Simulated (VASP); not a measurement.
Here is a VASP 6.6.1 calculation.

POSCAR

```
Al3Cu
1.0
    4.0146619405      0.0000000000      0.0000000000
    0.0000000000      4.0146619405      0.0000000000
    0.0000000000      0.0000000000      4.0146619405
Al Cu
3 1
Direct
    0.0000000000      0.5000000000      0.5000000000
    0.5000000000      0.0000000000      0.5000000000
    0.5000000000      0.5000000000      0.0000000000
    0.0000000000      0.0000000000      0.0000000000
```

The input INCAR.step1:

```
SYSTEM = Al3Cu
PREC = Accurate ; ENCUT = 520
ISMEAR = 0 ; SIGMA = 0.1
LREAL = .FALSE. ; LASPH = .TRUE.
NELM = 80 ; NBANDS = 18
GGA = PE ; ALGO = Normal
EDIFF = 1E-4 ; LWAVE = .TRUE.
LCHARG = .FALSE.
```

The input INCAR.step2:

```
SYSTEM = Al3Cu
PREC = Accurate ; ENCUT = 520
EDIFF = 1E-6 ; ISMEAR = 0
SIGMA = 0.1 ; LREAL = .FALSE.
LASPH = .TRUE. ; NELM = 80
ALGO = Normal ; ISIF = 2
LWAVE = .FALSE. ; LCHARG = .FALSE.
METAGGA = R2SCAN ; LMIXTAU = .TRUE.
NBANDS = 18 ; ISTART = 1
```

The input KPOINTS:

```
regular mesh
0
G
  12 12 12
  0 0 0
```

Potentials or basis: VASP PAW PBE potentials, release 64 (Al, Cu).

Command:

```bash
$ cat potpaw_PBE.64/Al/POTCAR potpaw_PBE.64/Cu/POTCAR > POTCAR
$ cp INCAR.step1 INCAR
$ mpirun -np 1 vasp_std > vasp.out
$ cp INCAR.step2 INCAR
$ mpirun -np 1 vasp_std > vasp.out
```

Q: Estimate the band gap on the k mesh.

A: Zero (band 10 reaches 9.79 eV, above the bottom of band 11 at 5.53 eV).

Q: Estimate the pressure.

A: -8.3 GPa.

Caveat: the PAW data sets were made with another functional, which shifts forces and pressure a little.
